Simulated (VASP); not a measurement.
Set up this calculation in VASP 6.6.1, as the native input.

```yaml
Task: single point
Functional: PBE
Potentials_or_basis: VASP PAW PBE potentials, release 64 (Si)
Cutoff: 500 eV
k_mesh: 6 × 6 × 6
Occupations: gaussian, width 0.01 eV
Spin: no spin polarisation
Dipole_correction: no
Further_INCAR_settings: ALGO = Normal; EDIFF = 1e-06; NBANDS = 11
```

The structure of Si lies in POSCAR:

```
Si
1.0
    0.0000000000      2.7225752157      2.7225752157
    2.7225752157      0.0000000000      2.7225752157
    2.7225752157      2.7225752157      0.0000000000
Si
2
Direct
    0.7500000000      0.7500000000      0.7500000000
    0.5000000000      0.5000000000      0.5000000000
```

The input as run:

INCAR

```
PREC = Accurate
ENCUT = 500
EDIFF = 1E-6
ISMEAR = 0
SIGMA = 0.01
LREAL = F
LASPH = T
NELM = 120
ALGO = Normal
ISIF = 2
LWAVE = F
LCHARG = F
GGA = PE
NBANDS = 11
GGA_COMPAT = F
```

KPOINTS

```
regular mesh
0
Gamma
  6 6 6
```

Potentials or basis: VASP PAW PBE potentials, release 64 (Si).

Run with:

```console
$ cat potpaw_PBE.64/Si/POTCAR > POTCAR
$ mpirun -np 1 vasp_std > vasp.out
```

Results of the run:

The pressure is 1.3 GPa and the band gap on the k mesh is 0.72 eV, indirect (least direct gap 2.56 eV).

Run time: 7 s on 1 thread of Intel(R) Xeon(R) Platinum 8375C CPU @ 2.90GHz (Ice Lake), with other jobs on the host, peak memory 0.14 GiB.
